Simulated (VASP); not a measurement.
# MgSe (Fm-3m) in VASP: G0W0 quasiparticle levels with PBE

Aim: the G0W0 quasiparticle levels of MgSe with PBE.

All numbers are computed with VASP 6.6.1; they aren't measurements. Logs are shortened: lines on timing, memory, paths and dates and some standing lists are left out, and cuts for length are marked.

**1. The cell of the first run**

It takes space group Fm-3m (No. 225, cubic). The conventional cell has a = 5.473 Å, b = 5.473 Å, c = 5.473 Å, α = 90.00°, β = 90.00°, γ = 90.00°. Mg (site symmetry m-3m) has 6 Se at 2.74 Å within 3.6 Å. Se (site symmetry m-3m) has 6 Mg at 2.74 Å within 3.6 Å.

**2. G0W0 quasiparticle levels, PBE**

POSCAR

```
MgSe
1.0
    0.0000000000      2.7362693767      2.7362693767
    2.7362693767      0.0000000000      2.7362693767
    2.7362693767      2.7362693767      0.0000000000
Mg Se
1 1
Direct
    0.0000000000      0.0000000000      0.0000000000
    0.5000000000      0.5000000000      0.5000000000
```

INCAR.step1

```
SYSTEM = MgSe
PREC = Accurate ; ENCUT = 500
EDIFF = 1E-8 ; ISMEAR = 0
SIGMA = 0.01 ; LREAL = .False.
LASPH = .True. ; NELM = 60
ALGO = Normal ; LWAVE = .True.
LCHARG = .False. ; GGA = PE
```

INCAR.step2

```
SYSTEM = MgSe
PREC = Accurate ; ENCUT = 500
EDIFF = 1E-8 ; ISMEAR = 0
SIGMA = 0.01 ; LREAL = .False.
LASPH = .True. ; NELM = 1
ALGO = Exact ; LWAVE = .True.
LCHARG = .False. ; GGA = PE
NBANDS = 439 ; LOPTICS = .True.
ISTART = 1
```

INCAR.step3

```
SYSTEM = MgSe
PREC = Accurate ; ENCUT = 500
EDIFF = 1E-8 ; ISMEAR = 0
SIGMA = 0.01 ; LREAL = .False.
LASPH = .True. ; ALGO = EVGW0
LWAVE = .False. ; LCHARG = .False.
GGA = PE ; NELMGW = 1
NBANDS = 439 ; ENCUTGW = 200
NOMEGA = 48 ; PRECFOCK = Fast
ISTART = 1 ; NBANDSGW = 12
```

KPOINTS

```
Automatic mesh
0
Gamma
  6 6 6
  0 0 0
```

Potentials or basis: VASP PAW PBE potentials, release 64 (Mg_GW, Se_GW).

Run with:

```bash
> cat potpaw_PBE.64/Mg_GW/POTCAR potpaw_PBE.64/Se_GW/POTCAR > POTCAR
> cp INCAR.step1 INCAR
> mpirun -np 1 vasp_std > vasp.out
> cp INCAR.step2 INCAR
> mpirun -np 1 vasp_std > vasp.out
> cp INCAR.step3 INCAR
> mpirun -np 1 vasp_std > vasp.out
```

OUTCAR:

```text
SYSTEM = MgSe
   PREC = Accurate
   ENCUT = 500
   EDIFF = 1E-8
   ISMEAR = 0
   LREAL = .False.
   LASPH = .True.
   GGA = PE
   NELMGW = 1
   ENCUTGW = 200
   PRECFOCK = Fast
   ISTART = 1

 ion  position               nearest neighbor table
   1  0.000  0.000  0.000-
   2  0.500  0.500  0.500-

  LATTYP: Found a face centered cubic cell.
 ALAT       =     5.4725387534

  Lattice vectors:

 A1 = (   0.0000000000,   2.7362693767,   2.7362693767)
 A2 = (   2.7362693767,   0.0000000000,   2.7362693767)
 A3 = (   2.7362693767,   2.7362693767,   0.0000000000)

Analysis of symmetry for initial positions (statically):
=====================================================================
 Subroutine PRICEL returns:
 Original cell was already a primitive cell.

 Routine SETGRP: Setting up the symmetry group for a
 face centered cubic supercell.

 Subroutine GETGRP returns: Found 48 space group operations
 (whereof 48 operations were pure point group operations)
 out of a pool of 48 trial point group operations.

The static configuration has the point symmetry O_h .

Analysis of symmetry for dynamics (positions and initial velocities):
=====================================================================
 Subroutine PRICEL returns:
 Original cell was already a primitive cell.

 Routine SETGRP: Setting up the symmetry group for a
 face centered cubic supercell.

 Subroutine GETGRP returns: Found 48 space group operations
 (whereof 48 operations were pure point group operations)
 out of a pool of 48 trial point group operations.

The dynamic configuration has the point symmetry O_h .

 Subroutine INISYM returns: Found 48 space group operations
 (whereof 48 operations are pure point group operations),
 and found     1 'primitive' translations

----------------------------------------------------------------------------------------

                                     Primitive cell

  volume of cell :      40.9738

  direct lattice vectors                    reciprocal lattice vectors
     0.000000000  2.736269377  2.736269377    -0.182730547  0.182730547  0.182730547
     2.736269377  0.000000000  2.736269377     0.182730547 -0.182730547  0.182730547
     2.736269377  2.736269377  0.000000000     0.182730547  0.182730547 -0.182730547

  length of vectors
     3.869669263  3.869669263  3.869669263     0.316498592  0.316498592  0.316498592

  position of ions in fractional coordinates (direct lattice)
     0.000000000  0.000000000  0.000000000
     0.500000000  0.500000000  0.500000000

  ion indices of the primitive-cell ions
   primitive index   ion index
                 1           1
                 2           2

----------------------------------------------------------------------------------------

 KPOINTS: Automatic mesh

Automatic generation of k-mesh.
 Grid dimensions read from file:
 generate k-points for:    6    6    6

 Generating k-lattice:

  Cartesian coordinates                     Fractional coordinates (reciprocal lattice)
    -0.030455091  0.030455091  0.030455091     0.166666667  0.000000000  0.000000000
     0.030455091 -0.030455091  0.030455091     0.000000000  0.166666667  0.000000000
     0.030455091  0.030455091 -0.030455091     0.000000000  0.000000000  0.166666667

  Length of vectors
     0.052749765  0.052749765  0.052749765

  Shift w.r.t. Gamma in fractional coordinates (k-lattice)
     0.000000000  0.000000000  0.000000000

 Subroutine IBZKPT returns following result:
 ===========================================

 Found     16 irreducible k-points:

 Following reciprocal coordinates:
            Coordinates               Weight
  0.000000  0.000000  0.000000      1.000000
  0.166667  0.000000  0.000000      8.000000
  0.333333  0.000000  0.000000      8.000000
  0.500000  0.000000  0.000000      4.000000
  0.166667  0.166667  0.000000      6.000000
  0.333333  0.166667  0.000000     24.000000
[... 8 lines left out ...]
 -0.333333  0.333333  0.166667     24.000000
 -0.333333  0.500000  0.166667     12.000000
   k-points           NKPTS =     16   k-points in BZ     NKDIM =    216   number of bands    NBANDS=    439
   number of dos      NEDOS =    301   number of ions     NIONS =      2
   total plane-waves  NPLWV =  21952
   dimension x,y,z NGX =    28 NGY =   28 NGZ =   28
   dimension x,y,z NGXF=    56 NGYF=   56 NGZF=   56
   ions per type =               1   1
   NGX,Y,Z   is equivalent  to a cutoff of  12.03, 12.03, 12.03 a.u.
   NGXF,Y,Z  is equivalent  to a cutoff of  24.06, 24.06, 24.06 a.u.
 SYSTEM =  MgSe
   PREC   = accura    normal or accurate (medium, high low for compatibility)
   ISTART =      1    job   : 0-new  1-cont  2-samecut
   ICHARG =      0    charge: 1-file 2-atom 10-const
   ISPIN  =      1    spin polarized calculation?
   LNONCOLLINEAR =      F non collinear calculations
   LSORBIT =      F    spin-orbit coupling
   LASPH  =      T    aspherical Exc in radial PAW
   ENCUT  =  500.0 eV  36.75 Ry    6.06 a.u.   7.06  7.06  7.06*2*pi/ulx,y,z
   NELM   =     60;   NELMIN=  2; NELMDL=  0     # of ELM steps
   EDIFF  = 0.1E-07   stopping-criterion for ELM
   LREAL  =      F    real-space projection
   EDIFFG = 0.1E-06   stopping-criterion for IOM
   NSW    =      0    number of steps for IOM
   IBRION =     -1    ionic relax: 0-MD 1-quasi-New 2-CG
   NFREE  =      0    steps in history (QN), initial steepest desc. (CG)
   ISIF   =      0    stress and relaxation
   ISYM   =      3    0-nonsym 1-usesym 2-fastsym
   POTIM  = 0.5000    time-step for ionic-motion
   TEBEG  =    0.0;   TEEND  =   0.0 temperature during run
   PSTRESS=    0.0 pullay stress
   NELECT =       8.0000    total number of electrons
   NUPDOWN=      -1.0000    fix difference up-down
   EMIN   =  10.00;   EMAX   =-10.00  energy-range for DOS
   EFERMI =   0.00;   METHOD = LEGACY
   ISMEAR =     0;   SIGMA  =   0.01  broadening in eV -4-tet -1-fermi 0-gaus
   EFERMI_NEDOS =   21; number of points for ismear=-14 and -15
   IALGO  =     38    algorithm
   IMIX   =      4    mixing-type and parameters
     AMIX     =   0.40;   BMIX     =  1.00
     AMIX_MAG =   1.60;   BMIX_MAG =  1.00
  volume/ion in A,a.u.               =      20.49       138.25
  Fermi-wavevector in a.u.,A,eV,Ry     =   0.949735  1.794740 12.272420  0.901997
  Thomas-Fermi vector in A             =   2.078046
   LORBIT       =      0    0 simple, 1 ext, 2 COOP (PROOUT), +10 PAW based schemes
   GGA     = PE    functional components
   LHFCALC =     T    Hartree Fock is set to
   PRECFOCK=fast      Normal, Fast or Accurate (Low or Medium for compatibility)
   ENCUT4O =  -1.0   cutoff for four orbital integrals eV
   NKREDX  =     1    reduce k-point grid by
   NKREDY  =     1    reduce k-point grid by
   NKREDZ  =     1    reduce k-point grid by
   AEXX    =    1.0000 exact exchange contribution
   HFSCREEN=    0.0000 screening length (either q_TF or 0.3 A-1)
   HFSCREENC=   0.0000 screening length for correlation (either q_TF or 0.3 A-1)
   ENCUTFOCK=  -1.0 apply spherical cutoff to Coloumb kernel
   IVDW    =     0    specifies the selected vdW correction
   LEPSILON=     F    determine dielectric tensor
   LRPA    =     F    only Hartree local field effects (RPA)
   LRPAFORCE           =     F    calculate RPA forces
   ENCUTGW             = 200.0    cutoff for response function in eV
   ENCUTGWSOFT         = 160.0    soft cutoff for Coulomb kernel in GW response function in eV
   ENCUTLF             =  -1.0    cutoff for local field effects
   NELMGW              =     1    number of iterations in solving QP/BSE equation
   NELMHF              =     1    number of iterations in the inner HF iteration
   NKREDLFX            =     1    NKREDLFY  =   1   NKREDLFZ  =   1
 non-spin polarized calculation
 Gauss-broadening in eV      SIGMA  =   0.01
  energy-cutoff  :      500.00
  volume of cell :       40.97
 maximum number of plane-waves:      1056
  NGX = 16; NGY = 16; NGZ = 16
   NGX = 15   NGY = 15   NGZ = 15
 maximum number of plane-waves:       274

 QP shifts <psi_nk| G(iteration)W_0 |psi_nk>: iteration 1
 for sc-GW calculations column KS-energies equals QP-energies in previous step
 and V_xc(KS)=  KS-energies - (<T + V_ion + V_H > + <T+V_H+V_ion>^1  + <V_x>^1)

 k-point   1 :       0.0000    0.0000    0.0000
  band No.  KS-energies  QP-energies   sigma(KS)   V_xc(KS)     V^pw_x(r,r')   Z            occupation Imag(sigma)

      1      -9.7492     -10.6664     -13.3670     -12.0347     -19.6913       0.6884       2.0000       1.3141
      2       3.1318       2.1200     -13.4447     -12.1296     -14.6223       0.7694       2.0000       0.0416
      3       3.1318       2.1200     -13.4447     -12.1296     -14.6223       0.7694       2.0000       0.0416
      4       3.1318       2.1200     -13.4447     -12.1296     -14.6223       0.7694       2.0000       0.0416
      5       5.6334       6.0475      -8.9505      -9.4712      -5.2895       0.7953       0.0000      -0.0801
      6      10.5456      10.7721      -8.2535      -8.5444      -3.8306       0.7784       0.0000      -0.1174
      7      10.5456      10.7721      -8.2535      -8.5444      -3.8306       0.7784       0.0000      -0.1174
      8      10.5456      10.7721      -8.2535      -8.5444      -3.8306       0.7784       0.0000      -0.1174
      9      13.0783      13.3783      -8.9918      -9.3866      -4.0327       0.7598       0.0000      -0.2130
     10      13.0783      13.3783      -8.9918      -9.3866      -4.0327       0.7598       0.0000      -0.2130
     11      14.0952      14.0377      -7.2196      -7.1429      -1.8559       0.7495       0.0000      -0.2767
     12      14.2631      14.5690      -7.8902      -8.3048      -2.1686       0.7377       0.0000      -0.3787

 k-point   2 :       0.1667    0.0000    0.0000
  band No.  KS-energies  QP-energies   sigma(KS)   V_xc(KS)     V^pw_x(r,r')   Z            occupation Imag(sigma)
[... 225 lines left out ...]
      1      -8.3148      -9.1035     -14.1223     -12.9920     -19.9851       0.6977       2.0000       1.0415
      2      -0.6433      -1.7408     -11.7440     -10.2296     -14.2150       0.7248       2.0000       0.1240
      3       0.4943      -0.5948     -12.0957     -10.6312     -14.0856       0.7436       2.0000       0.0810
      4       0.7660      -0.2328     -11.8912     -10.5573     -13.6785       0.7488       2.0000       0.0726
      5       6.6764       6.9994      -8.8809      -9.2931      -5.1540       0.7833       0.0000      -0.0796
      6       8.9402       9.1019      -8.4739      -8.6802      -4.2837       0.7837       0.0000      -0.0998
      7      11.2597      11.6138      -8.6770      -9.1466      -3.7167       0.7541       0.0000      -0.1829
      8      12.5671      12.7792      -9.4240      -9.7072      -4.2869       0.7490       0.0000      -0.2038
      9      15.5920      15.8752      -9.0618      -9.4465      -3.0143       0.7361       0.0000      -0.5092
     10      16.8922      17.1269      -8.7890      -9.1036      -2.6993       0.7460       0.0000      -0.6023
     11      17.6360      17.9775      -9.2721      -9.7218      -3.3124       0.7593       0.0000      -0.6153
     12      19.2596      19.4196      -9.8297     -10.0415      -3.7197       0.7553       0.0000      -0.6500
```

Run time: 50 min. Hardware: 1 thread of Intel Xeon 8259CL, shared host; peak memory 2.1 GiB.

Results:

```yaml
Quasiparticle_gap: 3.13 eV
Least_direct_quasiparticle_gap: 3.93 eV
Band_gap_of_the_starting_levels_on_the_mesh: 1.78 eV
Least_direct_gap_of_the_starting_levels_on_the_mesh: 2.50 eV
```

Caveat: bands, screening cutoff and mesh are small and nothing is extrapolated, so the quasiparticle values aren't converged.
